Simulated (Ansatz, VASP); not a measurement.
**SiO2 in VASP and in Ansatz**

POSCAR

```
SiO2
1.0
    4.0177812467      0.0000000000      0.0000000000
    0.0000000000      4.0177812467      0.0000000000
    0.0000000000      0.0000000000      2.7314444781
Si O
2 4
Direct
    0.0000000000      0.0000000000      0.0000000000
    0.5000000000      0.5000000000      0.5000000000
    0.3032115797      0.3032115797      0.0000000000
    0.1967884203      0.8032115797      0.5000000000
    0.8032115797      0.1967884203      0.5000000000
    0.6967884203      0.6967884203      0.0000000000
```

INCAR.step1

```
SYSTEM = SiO2
PREC = Accurate
ENCUT = 520
EDIFF = 1E-5
ISMEAR = 0
SIGMA = 0.01
LREAL = .FALSE.
LASPH = .TRUE.
NELM = 100
ALGO = Normal
ISIF = 2
LWAVE = .TRUE.
NBANDS = 25
GGA = PE
KPAR = 4
```

The input INCAR.step2:

```
SYSTEM = SiO2
PREC = Accurate
ENCUT = 520
EDIFF = 1E-6
ISMEAR = 0
SIGMA = 0.01
LREAL = .FALSE.
LASPH = .TRUE.
NELM = 100
ALGO = Normal
ISIF = 2
LWAVE = .FALSE.
LCHARG = .TRUE.
GGA = PE
LHFCALC = .TRUE.
HFSCREEN = 0.2079
PRECFOCK = Fast
LVHAR = .TRUE.
NBANDS = 25
ISTART = 1
KPAR = 4
```

File KPOINTS:

```
regular mesh
0
G
  4 4 6
  0 0 0
```

Input for Ansatz:

```yaml
crystal:
  lattice:
    - [4.0177812467, 0.0, 0.0]
    - [0.0, 4.0177812467, 0.0]
    - [0.0, 0.0, 2.7314444781]
  atoms:
    - { symbol: Si, position: [0.0, 0.0, 0.0] }
    - { symbol: Si, position: [0.5, 0.5, 0.5] }
    - { symbol: O, position: [0.3032115797, 0.3032115797, 0.0] }
    - { symbol: O, position: [0.1967884203, 0.8032115797, 0.5] }
    - { symbol: O, position: [0.8032115797, 0.1967884203, 0.5] }
    - { symbol: O, position: [0.6967884203, 0.6967884203, 0.0] }
kpoints:
  mp_grid: { grid: [4, 4, 6] }
  band_path:
    path:
      - [0.0, 0.0, 0.0]
      - [0.0, 0.5, 0.0]
      - [0.5, 0.5, 0.0]
      - [0.0, 0.0, 0.5]
      - [0.0, 0.5, 0.5]
      - [0.5, 0.5, 0.5]
    npoints: 1
hamiltonian:
  xc: hse06
scf:
  occupations: { method: fixed }
  n_extra_bands: 5
output:
  forces: true
  stress: true
  eigenvalues: true
```

Change from the starting cell: epitaxial_xy strain -4.0%.

Alike in both runs: task single point; functional HSE06; k mesh 4 × 4 × 6; no spin polarisation.

```csv
,VASP,Ansatz
version,VASP 6.6.1,Ansatz 0.2.0
potentials or method,"VASP PAW PBE potentials, release 64 (Si, O)","plane waves, PAW"
plane-wave cutoff (eV),520,420
occupations,"gaussian, width 0.01 eV",fixed
valence electrons in the cell,32,32
```

VASP gave:

* gap on the k mesh at the Fermi level (eV): 8.09
* pressure (GPa): 16.6
* traceless stress, the component that is largest in VASP (GPa): -19.05
* rms of the force components (eV/Å): 0.025

**Question.** Which values does Ansatz return?

**Answer.** gap on the k mesh at the Fermi level (eV): 8.10; pressure (GPa): 16.6; traceless stress, the component that is largest in VASP (GPa): -19.20; rms of the force components (eV/Å): 0.024.

Atom by atom the forces differ by 0.001 eV/Å (rms over components). Ansatz's warnings: stress exchange threshold loose, stress scf threshold loose.
